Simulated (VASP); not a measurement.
SiO2:

```xyz
6
Lattice="4.1509 0.0000 0.0000 0.0000 4.1509 0.0000 0.0000 0.0000 2.6483" Properties=species:S:1:pos:R:3 pbc="T T T"
Si    0.0000    0.0000    0.0000
Si    2.0754    2.0754    1.3242
O     1.2697    1.2697    0.0000
O     0.8057    3.3452    1.3242
O     2.8811    2.8811    0.0000
O     3.3452    0.8057    1.3242
```

- Program: VASP 6.6.1
- Task: relaxation of cell and atoms
- Functional: r2SCAN
- Potentials or basis: VASP PAW PBE potentials, release 64 (Si, O)
- Cutoff: 600 eV
- k mesh: 4 × 4 × 7
- Occupations: fermi-dirac, width 0.1458 eV
- Spin: no spin polarisation

At the start: pressure 8.4 GPa; volume 7.60 Å³/atom.

Q: Where does the relaxation end?

A: Over 15 steps the energy falls by 4.8 meV/atom and the volume is 7.79 Å³/atom (+2.4 %); space group P4_2/mnm (No. 136, to 0.1 Å) before and after.

The path:
```csv
step,energy change (eV),largest force (eV/Å),pressure (GPa),volume (Å³)
1,0.0000,0.1563,8.42,45.63
2,0.0381,0.4172,-11.38,48.32
3,-0.0280,0.0902,0.07,46.67
4,-0.0280,0.0856,0.22,46.65
5,-0.0284,0.0291,0.06,46.71
6,-0.0285,0.0009,0.10,46.70
7,-0.0285,0.0047,-0.03,46.73
8,-0.0285,0.0056,-0.09,46.74
9,-0.0285,0.0037,-0.12,46.73
10,-0.0285,0.0039,-0.12,46.73
11,-0.0285,0.0032,-0.10,46.73
12,-0.0285,0.0029,-0.09,46.73
13,-0.0285,0.0031,0.09,46.71
14,-0.0285,0.0016,-0.01,46.72
15,-0.0285,0.0001,-0.01,46.72
```

Final structure:
```cif
data_structure
_symmetry_space_group_name_H-M 'P 1'
_symmetry_Int_Tables_number 1
_cell_length_a 4.1813
_cell_length_b 4.1813
_cell_length_c 2.6722
_cell_angle_alpha 90.000
_cell_angle_beta 90.000
_cell_angle_gamma 90.000
_cell_volume 46.72
loop_
_atom_site_label
_atom_site_type_symbol
_atom_site_fract_x
_atom_site_fract_y
_atom_site_fract_z
_atom_site_occupancy
Si1 Si 0.00000 0.00000 0.00000 1
Si2 Si 0.50000 0.50000 0.50000 1
O1 O 0.30590 0.30590 0.00000 1
O2 O 0.19410 0.80590 0.50000 1
O3 O 0.69410 0.69410 0.00000 1
O4 O 0.80590 0.19410 0.50000 1
```

Caveat: the PAW data sets were made with another functional, which shifts forces and pressure a little.
